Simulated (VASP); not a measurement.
**PtSe2: single point with LDA**

Crystal: PtSe2.

```xyz
3
Lattice="3.4261 0.0000 0.0000 -1.7130 2.9671 0.0000 0.0000 0.0000 4.6570" Properties=species:S:1:pos:R:3 pbc="T T T"
Pt    0.0000    0.0000    0.0000
Se    0.0000    1.9780    1.1643
Se    1.7130    0.9890    3.4928
```

This cell differs from its parent crystal: strain -0.080 along x and y, -0.080 along z.

```
Program                : VASP 6.6.1
Task                   : single point
Functional             : LDA
Potentials or basis    : VASP PAW LDA potentials, release 64 (Pt, Se)
Cutoff                 : 520 eV
k mesh                 : 15 × 15 × 10
Occupations            : gaussian, width 0.15 eV
Spin                   : no spin polarisation
Dipole correction      : no
Further INCAR settings : ALGO = Normal; EDIFF = 1e-06; NBANDS = 18
```

The pressure is 61.4 GPa. The largest force is 4.931 eV/Å and the band gap on the k mesh is zero (band 11 reaches 10.80 eV, above the bottom of band 12 at 10.57 eV).

Forces on the atoms (eV/Å):
```
Pt   0.000  0.000  0.000
Se   0.000  0.000  4.931
Se   0.000  0.000 -4.931
```

Stress tensor (GPa, compression positive):
```
69.52  0.00  0.00
 0.00 69.52  0.00
 0.00  0.00 45.11
```

Levels at points of the mesh, in eV from the Fermi level:
```
           k point  band 8  band 9  band 10  band 11  band 12  band 13  band 14  band 15
(0.00, 0.00, 0.00)   -3.53   -1.47    -1.47     0.17     1.77     1.77     2.96     6.10
(0.00, 0.00, 0.50)   -4.15   -2.07    -2.07    -1.42     3.20     3.20     4.25     6.59
```

Run time: 66 s on 1 thread of Intel(R) Xeon(R) 6975P-C (Granite Rapids), on a shared host, peak memory 0.31 GiB.

Caveat: the cell differs from its parent crystal (strain -0.080 along x and y, -0.080 along z); spin-orbit coupling is left out, which moves the levels of the heavy elements; forces of over 1 eV/Å act on the atoms, so gaps and moduli don't describe the material at rest.
